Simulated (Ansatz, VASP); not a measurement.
# Ti8O17: VASP beside Ansatz

```
Ti O
1.0
     4.64354    4.64354    0.00000
    -4.64354    4.64354    0.00000
     0.00000    0.00000    5.92737
Ti O
8 17
Direct
  0.01084 0.48696 0.96764
  0.49587 0.99898 0.96825
  0.00671 0.99916 0.22391
  0.51652 0.49621 0.22132
  0.01352 0.50334 0.46742
  0.51171 0.00251 0.47076
  0.99527 0.01392 0.71001
  0.51266 0.49804 0.71866
  0.22989 0.47682 0.29285
  0.71490 0.99996 0.27414
  0.01082 0.19740 0.01391
  0.50763 0.70723 0.02613
  0.92024 0.80685 0.97231
  0.51071 0.29414 0.02218
  0.30297 0.01570 0.28149
  0.81334 0.50550 0.26056
  0.21772 0.49102 0.77142
  0.70149 0.01462 0.76715
  0.99844 0.20342 0.49589
  0.51302 0.70762 0.52829
  0.00642 0.79419 0.53056
  0.51971 0.29639 0.51883
  0.29161 0.00534 0.77183
  0.80839 0.48327 0.76588
  0.11213 0.75744 0.08329
```

Alike in both runs: functional PBE; k mesh 1 × 1 × 1; occupations fermi-dirac, width 0.01 eV; no spin polarisation.

Ansatz relaxed the structure, and its values are those at the end. VASP's run is a single point on that final structure, the one shown.

|  | VASP | Ansatz |
| --- | --- | --- |
| version | VASP 6.6.1 | Ansatz 0.2.0 |
| potentials or method | VASP PAW PBE potentials, release 64 (Ti_sv, O), cutoff 520 eV | plane-wave PAW DFT |
| valence electrons in the cell | 198 | 198 |

```csv
,VASP,Ansatz,Ansatz less VASP
rms of the force components (eV/Å),0.073,0.004,-0.0695
```

With one functional, cell and mesh, what is left measures potentials, basis and numerics.
